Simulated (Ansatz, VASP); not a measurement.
Os: VASP beside Ansatz

```
Os
1.0
     0.00000    1.94500    1.94500
     2.06170    0.00000    1.94500
     2.06170    1.94500    0.00000
Os
1
Cartesian
  0.0000 0.0000 0.0000
```

Change from the starting cell: strain +0.0600 x Voigt [1, 0, 0, 0, 0, 0], atoms carried along.

Alike in both runs: task single point; functional r2SCAN; k mesh 20 × 20 × 20; occupations gaussian, width 0.15 eV; no spin polarisation.

|  | VASP | Ansatz |
| --- | --- | --- |
| version | VASP 6.6.1 | Ansatz 0.2.0 |
| potentials or method | VASP PAW PBE potentials, release 64 (Os), cutoff 520 eV | scalar-relativistic, plane waves, PAW |
| valence electrons in the cell | 8 | 16 |

Ansatz gave:

- gap on the k mesh at the Fermi level (eV): none
- pressure (GPa): -33.2
- traceless stress, the component that is largest in VASP (GPa): -10.88

Question: Estimate VASP's values.

Answer: gap on the k mesh at the Fermi level (eV): none; pressure (GPa): -33.0; traceless stress, the component that is largest in VASP (GPa): -10.78.

VASP's potentials were made for PBE, not for r2SCAN. A gap of «none» marks a metal or a gap that the smearing closes. Both programs put the cell under strong tension, so it lies far from rest at this level. The functional is the same, so the differences come from potentials, cutoffs and numerics. VASP's potentials hold 8 valence electrons a cell and Ansatz's 16, so a difference there can come from the potentials and not from the codes.

Spin-orbit coupling is off throughout. Noted on VASP's run: the cell as given lies far from equilibrium.
